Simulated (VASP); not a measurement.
AlGa3As4:

```
CELL_PARAMETERS angstrom
3.71014 0.00000 0.00000
-1.85507 3.21307 0.00000
0.00000 0.00000 12.17303
ATOMIC_POSITIONS crystal
Al 0.00000 0.00000 0.99818
Ga 0.66667 0.33333 0.25949
Ga 0.66667 0.33333 0.73771
Ga 0.00000 0.00000 0.49846
As 0.66667 0.33333 0.08010
As 0.66667 0.33333 0.55597
As 0.00000 0.00000 0.31678
As 0.00000 0.00000 0.79511
```

| Property | Result |
| --- | --- |
| Program | VASP 6.6.1 |
| Task | relaxation of cell and atoms |
| Functional | r2SCAN |
| Potentials or basis | VASP PAW PBE potentials, release 64 (Al, Ga_d, As) |
| Cutoff | 600 eV |
| k mesh | 6 × 6 × 2 |
| Occupations | gaussian, width 0.1 eV |
| Spin | no spin polarisation |

At the start: pressure 29.1 GPa; volume 18.14 Å³/atom.

**Question.** Where does the relaxation end?

**Answer.** Over 14 steps the energy falls by 418.1 meV/atom and the volume is 22.81 Å³/atom (+25.8 %); space group P3m1 (No. 156, to 0.1 Å) before and after.

Step by step:
```csv
step,energy change (eV),largest force (eV/Å),pressure (GPa),volume (Å³)
1,0.0000,3.5077,29.08,145.11
2,-1.6030,0.8102,-9.33,225.77
3,-3.1096,0.9015,-0.68,184.77
4,-3.1107,0.8949,-0.34,183.91
5,-3.2135,0.6047,-0.38,183.80
6,-3.2358,0.7635,-0.30,183.69
7,-3.2987,0.5573,-0.09,182.86
8,-3.3187,0.4669,0.37,181.64
9,-3.3220,0.4112,0.24,181.97
10,-3.3383,0.1864,-0.07,182.67
11,-3.3419,0.1856,-0.29,183.22
12,-3.3446,0.0774,0.05,182.33
13,-3.3446,0.0792,0.11,182.30
14,-3.3450,0.0339,-0.02,182.52
```

Final structure:
```yaml
crystal:
  lattice:
    - [4.00048, 0.00000, 0.00000]
    - [-2.00024, 3.46452, 0.00000]
    - [0.00000, 0.00000, 13.16904]
  atoms:
    - { symbol: Al, position: [0.00000, 0.00000, 0.99931] }
    - { symbol: Ga, position: [0.66667, 0.33333, 0.24909] }
    - { symbol: Ga, position: [0.66667, 0.33333, 0.74796] }
    - { symbol: Ga, position: [0.00000, 0.00000, 0.49870] }
    - { symbol: As, position: [0.66667, 0.33333, 0.06190] }
    - { symbol: As, position: [0.66667, 0.33333, 0.56132] }
    - { symbol: As, position: [0.00000, 0.00000, 0.31186] }
    - { symbol: As, position: [0.00000, 0.00000, 0.81166] }
```

Caveat: the volume moved by over 15 % at a fixed basis, so the end points are rough; the PAW data sets were made with another functional, which shifts forces and pressure a little; the relaxation stopped at a loose force limit of 0.05 eV/Å, so its end isn't a converged minimum.
